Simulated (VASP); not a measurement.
# Rh (P6_3/mmc) in VASP: notebook

Runs on Rh. Level: PBE. Tasks: single point.

Everything below comes from runs of VASP 6.6.1. Logs are shortened: lines on timing, memory, paths and dates and some standing lists are left out, and cuts for length are marked.

### 1 The cell of the first run

It takes space group P6_3/mmc (No. 194, hexagonal). Conventional cell: a = 2.725 Å, b = 2.725 Å, c = 4.385 Å, α = 90.00°, β = 90.00°, γ = 120.00°. Rh (site symmetry -6m2) has 12 Rh at 2.70 to 2.72 Å within 3.6 Å.

This isn't the form of Rh at room conditions, which is fcc.

### 2 Single point, PBE

INCAR

```
SYSTEM = Rh
PREC     = Accurate       ! precision mode
ENCUT    = 500            ! plane-wave cutoff, eV
EDIFF    = 1E-6           ! SCF threshold, eV
ISMEAR   = 0              ! smearing method
SIGMA    = 0.1            ! smearing width, eV
LREAL    = .False.        ! projectors in reciprocal space
LASPH    = .True.         ! aspherical terms in the spheres
NELM     = 120            ! most SCF steps
ALGO     = Normal         ! electronic algorithm
ISIF     = 2              ! what is computed and relaxed
LWAVE    = .False.        ! write WAVECAR
LCHARG   = .False.        ! write CHGCAR
GGA      = PE             ! functional
NBANDS   = 22             ! bands
GGA_COMPAT= .False.
```

KPOINTS

```
regular mesh
0
Gamma
  18 18 10
  0 0 0
```

POSCAR

```
Rh
1.0
    2.7248648789      0.0000000000      0.0000000000
   -1.3624324395      2.3598022070      0.0000000000
    0.0000000000      0.0000000000      4.3851186793
Rh
2
Direct
    0.6666666667      0.3333333333      0.7500000000
    0.3333333333      0.6666666667      0.2500000000
```

Potentials or basis: VASP PAW PBE potentials, release 64 (Rh_pv).

Run with:

```console
$ cat potpaw_PBE.64/Rh_pv/POTCAR > POTCAR
$ mpirun -np 1 vasp_std > vasp.out
```

OUTCAR:

```text
SYSTEM = Rh
   PREC = Accurate
   ENCUT = 500
   EDIFF = 1E-6
   ISMEAR = 0
   LREAL = .False.
   LASPH = .True.
   NELM = 120
   ISIF = 2
   GGA = PE

 ion  position               nearest neighbor table
   1  0.667  0.333  0.750-   2 2.70   2 2.70   2 2.70   2 2.70   2 2.70   2 2.70
   2  0.333  0.667  0.250-   1 2.70   1 2.70   1 2.70   1 2.70   1 2.70   1 2.70

  LATTYP: Found a hexagonal cell.
 ALAT       =     2.7248648789
 C/A-ratio  =     1.6092976622

  Lattice vectors:

 A1 = (   2.7248648789,   0.0000000000,   0.0000000000)
 A2 = (  -1.3624324395,   2.3598022070,   0.0000000000)
 A3 = (   0.0000000000,   0.0000000000,   4.3851186793)

Analysis of symmetry for initial positions (statically):
=====================================================================
 Subroutine PRICEL returns:
 Original cell was already a primitive cell.

 Routine SETGRP: Setting up the symmetry group for a
 hexagonal supercell.

 Subroutine GETGRP returns: Found 24 space group operations
 (whereof 12 operations were pure point group operations)
 out of a pool of 24 trial point group operations.

The static configuration has the point symmetry D_3d.
 The point group associated with its full space group is D_6h.

Analysis of symmetry for dynamics (positions and initial velocities):
=====================================================================
 Subroutine PRICEL returns:
 Original cell was already a primitive cell.

 Routine SETGRP: Setting up the symmetry group for a
 hexagonal supercell.

 Subroutine GETGRP returns: Found 24 space group operations
 (whereof 12 operations were pure point group operations)
 out of a pool of 24 trial point group operations.

The dynamic configuration has the point symmetry D_3d.
 The point group associated with its full space group is D_6h.

 Subroutine INISYM returns: Found 24 space group operations
 (whereof 12 operations are pure point group operations),
 and found     1 'primitive' translations

----------------------------------------------------------------------------------------

                                     Primitive cell

  volume of cell :      28.1969

  direct lattice vectors                    reciprocal lattice vectors
     2.724864879  0.000000000  0.000000000     0.366990675  0.211882165  0.000000000
    -1.362432440  2.359802207  0.000000000     0.000000000  0.423764329  0.000000000
     0.000000000  0.000000000  4.385118679     0.000000000  0.000000000  0.228043999

  length of vectors
     2.724864879  2.724864879  4.385118679     0.423764330  0.423764329  0.228043999

  position of ions in fractional coordinates (direct lattice)
     0.666666667  0.333333333  0.750000000
     0.333333333  0.666666667  0.250000000

  ion indices of the primitive-cell ions
   primitive index   ion index
                 1           1
                 2           2

----------------------------------------------------------------------------------------

 KPOINTS: regular mesh

Automatic generation of k-mesh.
 Grid dimensions read from file:
 generate k-points for:   18   18   10

 Generating k-lattice:

  Cartesian coordinates                     Fractional coordinates (reciprocal lattice)
     0.020388371  0.011771231  0.000000000     0.055555556 -0.000000000  0.000000000
     0.000000000  0.023542463  0.000000000     0.000000000  0.055555556  0.000000000
     0.000000000  0.000000000  0.022804400     0.000000000  0.000000000  0.100000000

  Length of vectors
     0.023542463  0.023542463  0.022804400

  Shift w.r.t. Gamma in fractional coordinates (k-lattice)
     0.000000000  0.000000000  0.000000000

 Subroutine IBZKPT returns following result:
 ===========================================

 Found    222 irreducible k-points:

 Following reciprocal coordinates:
            Coordinates               Weight
  0.000000  0.000000  0.000000      1.000000
  0.055556  0.000000  0.000000      6.000000
  0.111111  0.000000  0.000000      6.000000
  0.166667 -0.000000  0.000000      6.000000
  0.222222  0.000000  0.000000      6.000000
  0.277778 -0.000000  0.000000      6.000000
[... 16 lines left out ...]
  0.333333  0.111111  0.000000     12.000000
  0.388889  0.111111  0.000000     12.000000
 [... further k-points ...]
   k-points           NKPTS =    222   k-points in BZ     NKDIM =    222   number of bands    NBANDS=     22
   number of dos      NEDOS =    301   number of ions     NIONS =      2
   total plane-waves  NPLWV =  12800
   dimension x,y,z NGX =    20 NGY =   20 NGZ =   32
   dimension x,y,z NGXF=    40 NGYF=   40 NGZF=   64
   ions per type =               2
   NGX,Y,Z   is equivalent  to a cutoff of  12.20, 12.20, 12.13 a.u.
   NGXF,Y,Z  is equivalent  to a cutoff of  24.40, 24.40, 24.26 a.u.
 SYSTEM =  Rh
   PREC   = accura    normal or accurate (medium, high low for compatibility)
   ISTART =      0    job   : 0-new  1-cont  2-samecut
   ICHARG =      2    charge: 1-file 2-atom 10-const
   ISPIN  =      1    spin polarized calculation?
   LNONCOLLINEAR =      F non collinear calculations
   LSORBIT =      F    spin-orbit coupling
   LASPH  =      T    aspherical Exc in radial PAW
   ENCUT  =  500.0 eV  36.75 Ry    6.06 a.u.   4.97  4.97  8.00*2*pi/ulx,y,z
   NELM   =    120;   NELMIN=  2; NELMDL= -5     # of ELM steps
   EDIFF  = 0.1E-05   stopping-criterion for ELM
   LREAL  =      F    real-space projection
   EDIFFG = 0.1E-04   stopping-criterion for IOM
   NSW    =      0    number of steps for IOM
   IBRION =     -1    ionic relax: 0-MD 1-quasi-New 2-CG
   NFREE  =      0    steps in history (QN), initial steepest desc. (CG)
   ISIF   =      2    stress and relaxation
   ISYM   =      2    0-nonsym 1-usesym 2-fastsym
   POTIM  = 0.5000    time-step for ionic-motion
   TEBEG  =    0.0;   TEEND  =   0.0 temperature during run
   PSTRESS=    0.0 pullay stress
   NELECT =      30.0000    total number of electrons
   NUPDOWN=      -1.0000    fix difference up-down
   EMIN   =  10.00;   EMAX   =-10.00  energy-range for DOS
   EFERMI =   0.00;   METHOD = LEGACY
   ISMEAR =     0;   SIGMA  =   0.10  broadening in eV -4-tet -1-fermi 0-gaus
   EFERMI_NEDOS =   21; number of points for ismear=-14 and -15
   IALGO  =     38    algorithm
   IMIX   =      4    mixing-type and parameters
     AMIX     =   0.40;   BMIX     =  1.00
     AMIX_MAG =   1.60;   BMIX_MAG =  1.00
  volume/ion in A,a.u.               =      14.10        95.14
  Fermi-wavevector in a.u.,A,eV,Ry     =   1.671275  3.158252 38.003255  2.793160
  Thomas-Fermi vector in A             =   2.756626
   LORBIT       =      0    0 simple, 1 ext, 2 COOP (PROOUT), +10 PAW based schemes
   GGA     = PE    functional components
   LHFCALC =     F    Hartree Fock is set to
   AEXX    =    0.0000 exact exchange contribution
   IVDW    =     0    specifies the selected vdW correction
   LEPSILON=     F    determine dielectric tensor
   LRPA    =     F    only Hartree local field effects (RPA)
 non-spin polarized calculation
 Gauss-broadening in eV      SIGMA  =   0.10
  energy-cutoff  :      500.00
  volume of cell :       28.20
 maximum number of plane-waves:       744
 NGX is ok and might be reduce to    20
   NGX =  9   NGY =  9   NGZ = 15

 number of electron      30.0000018 magnetization

 Free energy of the ion-electron system (eV)
  ---------------------------------------------------
  ext. energy  EPLUGINS =         0.00000000
  ---------------------------------------------------
  free energy    TOTEN  =       -14.45074900 eV

  energy without entropy =      -14.43396100  energy(sigma->0) =      -14.44235500

 E-fermi :  11.5482     XC(G=0): -13.8689

 val. band max:       11.5477508932   @ k =   0.0000   0.0000   0.3000
 cond. band min:      11.5501454454   @ k =   0.2222   0.0556   0.4000
 fundamental gap:      0.0023945522
 Fermi energy:        11.5482387417

 k-point     1 :       0.0000    0.0000    0.0000
  band No.  band energies     occupation
      1     -35.5787      2.00000
      2     -34.9652      2.00000
      3     -34.9652      2.00000
      4     -34.8832      2.00000
      5     -34.8638      2.00000
      6     -34.8638      2.00000
[... 14 lines left out ...]
     21      29.7121      0.00000
     22      30.2400      0.00000

 k-point     2 :       0.0556    0.0000    0.0000
  band No.  band energies     occupation
      1     -35.5721      2.00000
      2     -34.9799      2.00000
      3     -34.9701      2.00000
      4     -34.8860      2.00000
      5     -34.8791      2.00000
      6     -34.8661      2.00000
[... 14 lines left out ...]
     21      29.8313      0.00000
     22      30.3205      0.00000

 k-point     3 :       0.1111    0.0000    0.0000
  band No.  band energies     occupation
      1     -35.5527      2.00000
      2     -35.0223      2.00000
      3     -34.9839      2.00000
      4     -34.9230      2.00000
      5     -34.8946      2.00000
      6     -34.8728      2.00000
[... 14 lines left out ...]
     21      30.1450      0.00000
     22      30.2546      0.00000

 k-point     4 :       0.1667   -0.0000    0.0000
  band No.  band energies     occupation
      1     -35.5217      2.00000
      2     -35.0874      2.00000
      3     -35.0046      2.00000
      4     -34.9894      2.00000
      5     -34.9089      2.00000
      6     -34.8836      2.00000
[... 14 lines left out ...]
     21      30.0224      0.00000
     22      30.3395      0.00000

 k-point     5 :       0.2222    0.0000    0.0000
  band No.  band energies     occupation
      1     -35.4812      2.00000
      2     -35.1673      2.00000
      3     -35.0694      2.00000
      4     -35.0294      2.00000
      5     -34.9289      2.00000
      6     -34.8973      2.00000
[... 14 lines left out ...]
     21      28.9239      0.00000
     22      29.3786      0.00000

 k-point     6 :       0.2778   -0.0000    0.0000
  band No.  band energies     occupation
      1     -35.4338      2.00000
      2     -35.2524      2.00000
      3     -35.1529      2.00000
      4     -35.0553      2.00000
      5     -34.9544      2.00000
      6     -34.9124      2.00000
[... 14 lines left out ...]
     21      27.5615      0.00000
     22      28.3036      0.00000

 k-point     7 :       0.3333   -0.0000    0.0000
  band No.  band energies     occupation
      1     -35.3834      2.00000
      2     -35.3325      2.00000
      3     -35.2299      2.00000
      4     -35.0791      2.00000
      5     -34.9843      2.00000
      6     -34.9268      2.00000
[... 324 lines left out ...]
      6     -34.9211      2.00000
[... 14 lines left out ...]
     21      26.7812      0.00000
     22      29.2446      0.00000

 k-point    21 :       0.2222    0.1111    0.0000
  band No.  band energies     occupation
      1     -35.4183      2.00000
      2     -35.2501      2.00000
      3     -35.1905      2.00000
      4     -35.0556      2.00000
      5     -34.9633      2.00000
      6     -34.9415      2.00000
[... 14 lines left out ...]
     21      25.7602      0.00000
     22      28.3143      0.00000

 k-point    22 :       0.2778    0.1111    0.0000
  band No.  band energies     occupation
      1     -35.3688      2.00000
      2     -35.3242      2.00000
      3     -35.2457      2.00000
      4     -35.0918      2.00000
      5     -34.9934      2.00000
      6     -34.9600      2.00000
[... 14 lines left out ...]
     21      24.7491      0.00000
     22      27.5022      0.00000

 k-point    23 :       0.3333    0.1111    0.0000
  band No.  band energies     occupation
      1     -35.3849      2.00000
      2     -35.3207      2.00000
      3     -35.2901      2.00000
      4     -35.1210      2.00000
      5     -35.0257      2.00000
      6     -34.9748      2.00000
[... 14 lines left out ...]
     21      23.8697      0.00000
     22      26.7913      0.00000

 k-point    24 :       0.3889    0.1111    0.0000
  band No.  band energies     occupation
      1     -35.4245      2.00000
      2     -35.3190      2.00000
      3     -35.2819      2.00000
      4     -35.1398      2.00000
      5     -35.0542      2.00000
      6     -34.9844      2.00000
[... 14 lines left out ...]
     21      23.2555      0.00000
     22      26.1878      0.00000

 [... further k-points ...]
[... 5 lines left out ...]
  --------------------------------------------------------------------------------------
  -------------------------------------------------------------------------------------
  Total       -0.0015768     -0.0015768      0.0035831      0.0000000      0.0000000      0.0000000
  in kB       -0.0895981     -0.0895981      0.2035927      0.0000000      0.0000000      0.0000000
  external PRESSURE =       0.0081322 kB  Pullay stress =       0.0000000 kB

 VOLUME and BASIS-vectors are now :
 -----------------------------------------------------------------------------
  energy-cutoff  :      500.00
  volume of cell :       28.20
      direct lattice vectors                 reciprocal lattice vectors
     2.724864879  0.000000000  0.000000000     0.366990675  0.211882165  0.000000000
    -1.362432440  2.359802207  0.000000000     0.000000000  0.423764329  0.000000000
     0.000000000  0.000000000  4.385118679     0.000000000  0.000000000  0.228043999

 POSITION                                       TOTAL-FORCE (eV/Angst)
 -----------------------------------------------------------------------------------
      1.36243      0.78660      3.28884        -0.000000      0.000000      0.000000
     -0.00000      1.57320      1.09628         0.000000      0.000000      0.000000
 -----------------------------------------------------------------------------------
    total drift:                               -0.000000      0.000000     -0.000000

  FREE ENERGIE OF THE ION-ELECTRON SYSTEM (eV)
  ---------------------------------------------------
  free  energy   TOTEN  =       -14.4507490041 eV

  energy  without entropy=      -14.4339610038  energy(sigma->0) =      -14.44235500
```

Wall time 83 s (1 thread of Intel Xeon 8259CL, shared host); peak memory 0.22 GiB.

What came out:

| Property | Result |
| --- | --- |
| Free energy | -14.4507 eV |
| Pressure | 0.0 GPa |
| Band gap on the k mesh | zero (bands 15 and 16 overlap by 2.32 eV) |

Levels at points of the mesh, in eV from the Fermi level:
| k point | band 12 | band 13 | band 14 | band 15 | band 16 | band 17 | band 18 | band 19 |
| --- | --- | --- | --- | --- | --- | --- | --- | --- |
| (0.00, 0.00, 0.00) | -2.41 | -2.41 | -1.88 | -1.88 | 0.12 | 0.12 | 0.79 | 8.45 |
| (0.50, 0.00, 0.00) | -2.15 | -2.10 | 0.38 | 0.60 | 0.68 | 2.93 | 4.99 | 10.17 |
| (0.00, 0.00, 0.50) | -3.04 | -3.04 | -3.04 | -0.43 | -0.43 | -0.43 | -0.43 | 14.78 |
| (0.50, 0.00, 0.50) | -1.64 | -0.30 | -0.30 | 0.56 | 0.56 | 2.63 | 2.63 | 9.08 |

### 3 Single point, PBE

INCAR

```
ALGO = Normal ; EDIFF = 1E-6
ENCUT = 500 ; GGA = PE
GGA_COMPAT = False ; ISIF = 2
ISMEAR = 0 ; LASPH = True
LCHARG = True ; LELF = True
LREAL = False ; LVHAR = True
LWAVE = False ; NBANDS = 22
NELM = 120 ; PREC = Accurate
SIGMA = 0.15
```

KPOINTS

```
k-points
0
Gamma
  21 21 12
```

POSCAR is that of step 2.

Potentials or basis: VASP PAW PBE potentials, release 64 (Rh_pv).

Run with:

```console
$ cat potpaw_PBE.64/Rh_pv/POTCAR > POTCAR
$ mpirun -np 1 vasp_std > vasp.out
```

Run time: 2.1 min. Hardware: 1 thread of Intel Xeon 8259CL, shared host; peak memory 0.26 GiB.

Results (log left out):

* Free energy: -14.4608 eV
* Pressure: 0.1 GPa
* Band gap on the k mesh: zero (bands 15 and 16 overlap by 2.29 eV)

Stress tensor (GPa, compression positive):
```
-0.05  0.00  0.00
 0.00 -0.05  0.00
 0.00  0.00  0.52
```

Levels at points of the mesh, in eV from the Fermi level:
| k point | band 11 | band 12 | band 13 | band 14 | band 15 | band 16 | band 17 | band 18 | band 19 | band 20 |
| --- | --- | --- | --- | --- | --- | --- | --- | --- | --- | --- |
| (0.00, 0.00, 0.00) | -2.92 | -2.41 | -2.41 | -1.88 | -1.88 | 0.12 | 0.12 | 0.80 | 8.45 | 15.84 |
| (0.00, 0.00, 0.50) | -3.04 | -3.04 | -3.04 | -3.04 | -0.43 | -0.43 | -0.43 | -0.43 | 14.78 | 14.78 |

### 4 Single point, PBE, collinear spin, ferromagnetic start

INCAR

```
SYSTEM = Rh
PREC     = Accurate       ! precision mode
ENCUT    = 500            ! plane-wave cutoff, eV
EDIFF    = 1E-6           ! SCF threshold, eV
ISMEAR   = 0              ! smearing method
SIGMA    = 0.1            ! smearing width, eV
LREAL    = .FALSE.        ! projectors in reciprocal space
LASPH    = .TRUE.         ! aspherical terms in the spheres
NELM     = 200            ! most SCF steps
ALGO     = Normal         ! electronic algorithm
ISIF     = 2              ! what is computed and relaxed
LWAVE    = .FALSE.        ! write WAVECAR
LCHARG   = .FALSE.        ! write CHGCAR
ISPIN    = 2              ! spin polarisation
MAGMOM   = 3 1            ! initial moments
LORBIT   = 11             ! projections on sites
LMAXMIX  = 4              ! l up to which the mixer works
GGA      = PE             ! functional
NBANDS   = 26             ! bands
GGA_COMPAT= .FALSE.
```

KPOINTS

```
Automatic mesh
0
G
  18 18 10
  0 0 0
```

POSCAR is that of step 3.

Run with:

```console
$ cat potpaw_PBE.64/Rh_pv/POTCAR > POTCAR
$ mpirun -np 1 vasp_std > vasp.out
```

Wall time 5.2 min (1 thread of Intel Xeon 8259CL, shared host); peak memory 0.31 GiB.

Results (log left out):

```
Free energy                                           : -14.4507 eV
Pressure                                              : 0.0 GPa
Band gap on the k mesh                                : zero (filled and empty bands overlap)
Net moment                                            : 0.00 μB per cell
Valence electrons inside the program's atomic spheres : Rh 13.74
```

Levels at points of the mesh, in eV from the Fermi level:
Spin up:
| k point | band 11 | band 12 | band 13 | band 14 | band 15 | band 16 | band 17 | band 18 | band 19 | band 20 |
| --- | --- | --- | --- | --- | --- | --- | --- | --- | --- | --- |
| (0.00, 0.00, 0.00) | -2.93 | -2.41 | -2.41 | -1.88 | -1.88 | 0.12 | 0.12 | 0.79 | 8.45 | 15.84 |
| (0.50, 0.00, 0.00) | -2.60 | -2.15 | -2.10 | 0.38 | 0.60 | 0.68 | 2.93 | 4.99 | 10.17 | 10.66 |
| (0.00, 0.00, 0.50) | -3.04 | -3.04 | -3.04 | -3.04 | -0.43 | -0.43 | -0.43 | -0.43 | 14.78 | 14.78 |
| (0.50, 0.00, 0.50) | -1.64 | -1.64 | -0.30 | -0.30 | 0.56 | 0.56 | 2.63 | 2.63 | 9.08 | 9.08 |
Spin down:
```
           k point  band 12  band 13  band 14  band 15  band 16  band 17  band 18  band 19
(0.00, 0.00, 0.00)    -2.41    -2.41    -1.88    -1.88     0.12     0.12     0.79     8.45
(0.50, 0.00, 0.00)    -2.15    -2.10     0.38     0.60     0.68     2.93     4.99    10.17
(0.00, 0.00, 0.50)    -3.04    -3.04    -3.04    -0.43    -0.43    -0.43    -0.43    14.78
(0.50, 0.00, 0.50)    -1.64    -0.30    -0.30     0.56     0.56     2.63     2.63     9.08
```

### 5 Summary

```tsv
spin	k mesh	smearing	gap on the mesh (eV)	pressure (GPa)
off	18 × 18 × 10	gaussian 0.1 eV	none	0.0
off	21 × 21 × 12	gaussian 0.15 eV	none	0.1
collinear, ferromagnetic start	18 × 18 × 10	gaussian 0.1 eV	none	0.0
```

Alike in all rows: task single point; level PBE; potentials or basis VASP PAW PBE potentials, release 64 (Rh_pv); cell a = 2.725, b = 2.725, c = 4.385 Å, angles 90.0, 90.0, 120.0°, 2 atoms; cutoff (eV) 500.

Total energies depend on the potentials used, so only differences within one code and one set of settings carry meaning.
